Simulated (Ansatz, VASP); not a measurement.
**One calculation of AlNi, two programs**

INCAR

```
SYSTEM = AlNi
  PREC = Accurate
  ENCUT = 520
  EDIFF = 1E-7
  ISMEAR = -1
  SIGMA = 0.08
  LREAL = .False.
  LASPH = .True.
  NELM = 100
  ALGO = Normal
  ISIF = 2
  LWAVE = .False.
  LCHARG = .True.
  GGA = PE
  LELF = .True.
  LVHAR = .True.
  NBANDS = 14
```

KPOINTS

```
regular mesh
0
Gamma
  14 14 14
  0 0 0
```

POSCAR

```
AlNi
1.0
    2.7727014989      0.0000000000      0.0000000000
    0.0000000000      2.7727014989      0.0000000000
    0.0000000000      0.0000000000      2.7727014989
Ni Al
1 1
Direct
    0.0000000000      0.0000000000      0.0000000000
    0.5000000000      0.5000000000      0.5000000000
```

Input for Ansatz:

```yaml
crystal:
  lattice:
    - [2.7727014989, 0.0, 0.0]
    - [0.0, 2.7727014989, 0.0]
    - [0.0, 0.0, 2.7727014989]
  atoms:
    - { symbol: Ni, position: [0.0, 0.0, 0.0] }
    - { symbol: Al, position: [0.5, 0.5, 0.5] }
kpoints:
  mp_grid: { grid: [14, 14, 14] }
scf:
  occupations: { method: fermi_dirac, width: 0.08 }
hamiltonian:
  xc: pbe
  pseudopotentials: { kind: all_electron, lapw: { basis_error: 0.001 } }
output:
  forces: true
  stress: true
  eigenvalues: true
  populations: true
```

Change from the starting cell: volume scaled by 0.88, LAPW.

Alike in both runs: task single point; functional PBE; k mesh 14 × 14 × 14; occupations fermi-dirac, width 0.08 eV; no spin polarisation.

```csv
,VASP,Ansatz
version,VASP 6.6.1,Ansatz 0.2.0
potentials or method,"VASP PAW PBE potentials, release 64 (Ni, Al), cutoff 520 eV","all-electron LAPW, scalar-relativistic"
```

VASP gave:

- pressure (GPa): 26.8

Task: Which values does Ansatz return?

Result: Pressure (GPa): 26.7.

Ansatz ran all-electron here, and VASP with PAW potentials.
